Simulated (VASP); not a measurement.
# Rb (Pnma) in VASP: single point with PBE

Aim: the single point of Rb with PBE.

Everything below comes from runs of VASP 6.6.1. Logs are shortened: lines on timing, memory, paths and dates and some standing lists are left out, and cuts for length are marked.

## Step 1: The cell of the first run

Symmetry: Pnma, No. 62, orthorhombic system. Conventional cell: a = 5.740 Å, b = 4.640 Å, c = 12.380 Å, α = 90.00°, β = 90.00°, γ = 90.00°. Rb (site symmetry m) has 6 Rb at 3.56 to 4.64 Å within 4.7 Å.

## Step 2: Single point, PBE

Contents of INCAR:

```
SYSTEM = Rb
ALGO = Fast ; EDIFF = 1E-6
ENCUT = 520 ; GGA = PE
ISIF = 2 ; ISMEAR = -1
LASPH = .True. ; LCHARG = .False.
LREAL = .False. ; LWAVE = .False.
NBANDS = 26 ; NELM = 100
PREC = Accurate ; SIGMA = 0.05
```

Contents of KPOINTS:

```
k-points
0
Gamma
  6 7 3
  0 0 0
```

Contents of POSCAR:

```
Rb
1.0
    5.7400000000      0.0000000000      0.0000000000
    0.0000000000      4.6400000000      0.0000000000
    0.0000000000      0.0000000000     12.3800000000
Rb
4
Direct
    0.0470000000      0.2500000000      0.8930000000
    0.4530000000      0.7500000000      0.3930000000
    0.5470000000      0.2500000000      0.6070000000
    0.9530000000      0.7500000000      0.1070000000
```

Potentials or basis: VASP PAW PBE potentials, release 64 (Rb_sv).

The run is started by

```
$ cat potpaw_PBE.64/Rb_sv/POTCAR > POTCAR
$ mpirun -np 1 vasp_std > vasp.out
```

OUTCAR:

```text
SYSTEM = Rb
   EDIFF = 1E-6
   ENCUT = 520
   GGA = PE
   ISIF = 2
   ISMEAR = -1
   LASPH = .True.
   LREAL = .False.
   NELM = 100
   PREC = Accurate

 ion  position               nearest neighbor table
   1  0.047  0.250  0.893-   4 3.56   4 3.56   3 4.56   3 4.56
   2  0.453  0.750  0.393-   3 3.56   3 3.56   4 4.56   4 4.56
   3  0.547  0.250  0.607-   2 3.56   2 3.56   1 4.56   1 4.56
   4  0.953  0.750  0.107-   1 3.56   1 3.56   2 4.56   2 4.56

  LATTYP: Found a simple orthorhombic cell.
 ALAT       =     4.6400000000
 B/A-ratio  =     1.2370689655
 C/A-ratio  =     2.6681034483

  Lattice vectors:

 A1 = (   0.0000000000,  -4.6400000000,   0.0000000000)
 A2 = (   5.7400000000,   0.0000000000,   0.0000000000)
 A3 = (   0.0000000000,   0.0000000000,  12.3800000000)

Analysis of symmetry for initial positions (statically):
=====================================================================
 Subroutine PRICEL returns:
 Original cell was already a primitive cell.

 Routine SETGRP: Setting up the symmetry group for a
 simple orthorhombic supercell.

 Subroutine GETGRP returns: Found  8 space group operations
 (whereof  2 operations were pure point group operations)
 out of a pool of  8 trial point group operations.

The static configuration has the point symmetry S_2 .
 The point group associated with its full space group is D_2h.

Analysis of symmetry for dynamics (positions and initial velocities):
=====================================================================
 Subroutine PRICEL returns:
 Original cell was already a primitive cell.

 Routine SETGRP: Setting up the symmetry group for a
 simple orthorhombic supercell.

 Subroutine GETGRP returns: Found  8 space group operations
 (whereof  2 operations were pure point group operations)
 out of a pool of  8 trial point group operations.

The dynamic configuration has the point symmetry S_2 .
 The point group associated with its full space group is D_2h.

 Subroutine INISYM returns: Found  8 space group operations
 (whereof  2 operations are pure point group operations),
 and found     1 'primitive' translations

----------------------------------------------------------------------------------------

                                     Primitive cell

  volume of cell :     329.7240

  direct lattice vectors                    reciprocal lattice vectors
     5.740000000  0.000000000  0.000000000     0.174216028  0.000000000  0.000000000
     0.000000000  4.640000000  0.000000000     0.000000000  0.215517241  0.000000000
     0.000000000  0.000000000 12.380000000     0.000000000  0.000000000  0.080775444

  length of vectors
     5.740000000  4.640000000 12.380000000     0.174216028  0.215517241  0.080775444

  position of ions in fractional coordinates (direct lattice)
     0.047000000  0.250000000  0.893000000
     0.453000000  0.750000000  0.393000000
     0.547000000  0.250000000  0.607000000
     0.953000000  0.750000000  0.107000000

  ion indices of the primitive-cell ions
   primitive index   ion index
                 1           1
                 2           2
                 3           3
                 4           4

----------------------------------------------------------------------------------------

 KPOINTS: k-points

Automatic generation of k-mesh.
 Grid dimensions read from file:
 generate k-points for:    6    7    3

 Generating k-lattice:

  Cartesian coordinates                     Fractional coordinates (reciprocal lattice)
     0.029036005  0.000000000  0.000000000     0.166666667  0.000000000  0.000000000
     0.000000000  0.030788177  0.000000000     0.000000000  0.142857143  0.000000000
     0.000000000  0.000000000  0.026925148     0.000000000  0.000000000  0.333333333

  Length of vectors
     0.029036005  0.030788177  0.026925148

  Shift w.r.t. Gamma in fractional coordinates (k-lattice)
     0.000000000  0.000000000  0.000000000

 Subroutine IBZKPT returns following result:
 ===========================================

 Found     32 irreducible k-points:

 Following reciprocal coordinates:
            Coordinates               Weight
  0.000000  0.000000  0.000000      1.000000
  0.166667  0.000000  0.000000      2.000000
  0.333333  0.000000  0.000000      2.000000
  0.500000  0.000000  0.000000      1.000000
  0.000000  0.142857  0.000000      2.000000
  0.166667  0.142857  0.000000      4.000000
[... 16 lines left out ...]
  0.333333  0.142857  0.333333      8.000000
  0.500000  0.142857  0.333333      4.000000
 [... further k-points ...]
   k-points           NKPTS =     32   k-points in BZ     NKDIM =     32   number of bands    NBANDS=     26
   number of dos      NEDOS =    301   number of ions     NIONS =      4
   total plane-waves  NPLWV = 165888
   dimension x,y,z NGX =    48 NGY =   36 NGZ =   96
   dimension x,y,z NGXF=    96 NGYF=   72 NGZF=  192
   ions per type =               4
   NGX,Y,Z   is equivalent  to a cutoff of  13.90, 12.90, 12.89 a.u.
   NGXF,Y,Z  is equivalent  to a cutoff of  27.80, 25.80, 25.78 a.u.
 SYSTEM =  Rb
   PREC   = accura    normal or accurate (medium, high low for compatibility)
   ISTART =      0    job   : 0-new  1-cont  2-samecut
   ICHARG =      2    charge: 1-file 2-atom 10-const
   ISPIN  =      1    spin polarized calculation?
   LNONCOLLINEAR =      F non collinear calculations
   LSORBIT =      F    spin-orbit coupling
   LASPH  =      T    aspherical Exc in radial PAW
   ENCUT  =  520.0 eV  38.22 Ry    6.18 a.u.  10.67  8.63 23.02*2*pi/ulx,y,z
   NELM   =    100;   NELMIN=  2; NELMDL= -5     # of ELM steps
   EDIFF  = 0.1E-05   stopping-criterion for ELM
   LREAL  =      F    real-space projection
   EDIFFG = 0.1E-04   stopping-criterion for IOM
   NSW    =      0    number of steps for IOM
   IBRION =     -1    ionic relax: 0-MD 1-quasi-New 2-CG
   NFREE  =      0    steps in history (QN), initial steepest desc. (CG)
   ISIF   =      2    stress and relaxation
   ISYM   =      2    0-nonsym 1-usesym 2-fastsym
   POTIM  = 0.5000    time-step for ionic-motion
   TEBEG  =    0.0;   TEEND  =   0.0 temperature during run
   PSTRESS=    0.0 pullay stress
   NELECT =      36.0000    total number of electrons
   NUPDOWN=      -1.0000    fix difference up-down
   EMIN   =  10.00;   EMAX   =-10.00  energy-range for DOS
   EFERMI =   0.00;   METHOD = LEGACY
   ISMEAR =    -1;   SIGMA  =   0.05  broadening in eV -4-tet -1-fermi 0-gaus
   EFERMI_NEDOS =   21; number of points for ismear=-14 and -15
   IALGO  =     68    algorithm
   IMIX   =      4    mixing-type and parameters
     AMIX     =   0.40;   BMIX     =  1.00
     AMIX_MAG =   1.60;   BMIX_MAG =  1.00
  volume/ion in A,a.u.               =      82.43       556.27
  Fermi-wavevector in a.u.,A,eV,Ry     =   0.782454  1.478624  8.329953  0.612234
  Thomas-Fermi vector in A             =   1.886181
   LORBIT       =      0    0 simple, 1 ext, 2 COOP (PROOUT), +10 PAW based schemes
   GGA     = PE    functional components
   LHFCALC =     F    Hartree Fock is set to
   AEXX    =    0.0000 exact exchange contribution
   IVDW    =     0    specifies the selected vdW correction
   LEPSILON=     F    determine dielectric tensor
   LRPA    =     F    only Hartree local field effects (RPA)
 non-spin polarized calculation
 RMM-DIIS sequential band-by-band and
  energy-cutoff  :      520.00
  volume of cell :      329.72
 maximum number of plane-waves:      8905
 NGX is ok and might be reduce to    48
   NGX = 21   NGY = 17   NGZ = 47

 number of electron      36.0000000 magnetization

 Free energy of the ion-electron system (eV)
  ---------------------------------------------------
  ext. energy  EPLUGINS =         0.00000000
  ---------------------------------------------------
  free energy    TOTEN  =        -2.36516840 eV

  energy without entropy =       -2.33781646  energy(sigma->0) =       -2.35149243

 E-fermi :   0.3236     XC(G=0):  -5.6784

 val. band max:        0.2916764025   @ k =   0.0000   0.1429   0.3333
 cond. band min:       0.3264570184   @ k =   0.3333   0.4286   0.3333
 fundamental gap:      0.0347806159
 Fermi energy:         0.3235716558

 k-point     1 :       0.0000    0.0000    0.0000
  band No.  band energies     occupation
      1     -29.0779      2.00000
      2     -29.0730      2.00000
      3     -28.9806      2.00000
      4     -28.9756      2.00000
      5     -13.4728      2.00000
      6     -13.4123      2.00000
[... 18 lines left out ...]
     25       2.7652      0.00000
     26       3.0037      0.00000

 k-point     2 :       0.1667    0.0000    0.0000
  band No.  band energies     occupation
      1     -29.0775      2.00000
      2     -29.0733      2.00000
      3     -28.9802      2.00000
      4     -28.9759      2.00000
      5     -13.4692      2.00000
      6     -13.4172      2.00000
[... 18 lines left out ...]
     25       2.7101      0.00000
     26       2.7641      0.00000

 k-point     3 :       0.3333    0.0000    0.0000
  band No.  band energies     occupation
      1     -29.0765      2.00000
      2     -29.0741      2.00000
      3     -28.9792      2.00000
      4     -28.9767      2.00000
      5     -13.4593      2.00000
      6     -13.4297      2.00000
[... 18 lines left out ...]
     25       2.5984      0.00000
     26       2.6174      0.00000

 k-point     4 :       0.5000    0.0000    0.0000
  band No.  band energies     occupation
      1     -29.0753      2.00000
      2     -29.0753      2.00000
      3     -28.9779      2.00000
      4     -28.9779      2.00000
      5     -13.4451      2.00000
      6     -13.4451      2.00000
[... 18 lines left out ...]
     25       2.5560      0.00000
     26       2.5560      0.00000

 k-point     5 :       0.0000    0.1429    0.0000
  band No.  band energies     occupation
      1     -29.0723      2.00000
      2     -29.0674      2.00000
      3     -28.9846      2.00000
      4     -28.9796      2.00000
      5     -13.4748      2.00000
      6     -13.4184      2.00000
[... 18 lines left out ...]
     25       2.8443      0.00000
     26       2.9209      0.00000

 k-point     6 :       0.1667    0.1429    0.0000
  band No.  band energies     occupation
      1     -29.0719      2.00000
      2     -29.0677      2.00000
      3     -28.9842      2.00000
      4     -28.9799      2.00000
      5     -13.4714      2.00000
      6     -13.4228      2.00000
[... 427 lines left out ...]
 k-point    21 :       0.0000    0.1429    0.3333
  band No.  band energies     occupation
      1     -29.0711      2.00000
      2     -29.0687      2.00000
      3     -28.9833      2.00000
      4     -28.9808      2.00000
      5     -13.4622      2.00000
      6     -13.4343      2.00000
[... 18 lines left out ...]
     25       2.7225      0.00000
     26       2.9262      0.00000

 k-point    22 :       0.1667    0.1429    0.3333
  band No.  band energies     occupation
      1     -29.0709      2.00000
      2     -29.0688      2.00000
      3     -28.9831      2.00000
      4     -28.9809      2.00000
      5     -13.4603      2.00000
      6     -13.4361      2.00000
[... 18 lines left out ...]
     25       2.4430      0.00000
     26       2.8167      0.00000

 k-point    23 :       0.3333    0.1429    0.3333
  band No.  band energies     occupation
      1     -29.0703      2.00000
      2     -29.0691      2.00000
      3     -28.9826      2.00000
      4     -28.9814      2.00000
      5     -13.4550      2.00000
      6     -13.4411      2.00000
[... 18 lines left out ...]
     25       2.2495      0.00000
     26       2.5052      0.00000

 k-point    24 :       0.5000    0.1429    0.3333
  band No.  band energies     occupation
      1     -29.0697      2.00000
      2     -29.0697      2.00000
      3     -28.9820      2.00000
      4     -28.9820      2.00000
      5     -13.4480      2.00000
      6     -13.4480      2.00000
[... 18 lines left out ...]
     25       2.2924      0.00000
     26       2.2925      0.00000

 [... further k-points ...]

------------------------ aborting loop because EDIFF is reached ----------------------------------------

  FORCE on cell =-STRESS in cart. coord.  units (eV):
  Direction    XX          YY          ZZ          XY          YZ          ZX
  --------------------------------------------------------------------------------------
  -------------------------------------------------------------------------------------
  Total       -1.1802855      3.8618854      4.2542119      0.0000000      0.0000000      0.0000000
  in kB       -5.7351810     18.7654701     20.6718422      0.0000000      0.0000000      0.0000000
  external PRESSURE =      11.2340438 kB  Pullay stress =       0.0000000 kB

 VOLUME and BASIS-vectors are now :
 -----------------------------------------------------------------------------
  energy-cutoff  :      520.00
  volume of cell :      329.72
      direct lattice vectors                 reciprocal lattice vectors
     5.740000000  0.000000000  0.000000000     0.174216028  0.000000000  0.000000000
     0.000000000  4.640000000  0.000000000     0.000000000  0.215517241  0.000000000
     0.000000000  0.000000000 12.380000000     0.000000000  0.000000000  0.080775444

 POSITION                                       TOTAL-FORCE (eV/Angst)
 -----------------------------------------------------------------------------------
      0.26978      1.16000     11.05534         0.202425     -0.000000     -0.739991
      2.60022      3.48000      4.86534        -0.202425     -0.000000     -0.739991
      3.13978      1.16000      7.51466         0.202425      0.000000      0.739991
      5.47022      3.48000      1.32466        -0.202425     -0.000000      0.739991
 -----------------------------------------------------------------------------------
    total drift:                                0.000000      0.000000      0.000000

  FREE ENERGIE OF THE ION-ELECTRON SYSTEM (eV)
  ---------------------------------------------------
  free  energy   TOTEN  =        -2.3651684046 eV

  energy  without entropy=       -2.3378164599  energy(sigma->0) =       -2.35149243
```

Wall time 3.5 min (1 thread of AMD EPYC 9R45 (Zen 5), shared host); peak memory 0.48 GiB.

What came out:

| Item | Value |
| --- | --- |
| Free energy | -2.3652 eV |
| Pressure | 1.1 GPa |
| Largest force | 0.767 eV/Å |
| Band gap on the k mesh | zero (bands 18 and 19 overlap by 1.41 eV) |

Forces in eV/Å, atoms in the order of the input:
```
Rb   0.202  0.000 -0.740
Rb  -0.202  0.000 -0.740
Rb   0.202  0.000  0.740
Rb  -0.202  0.000  0.740
```
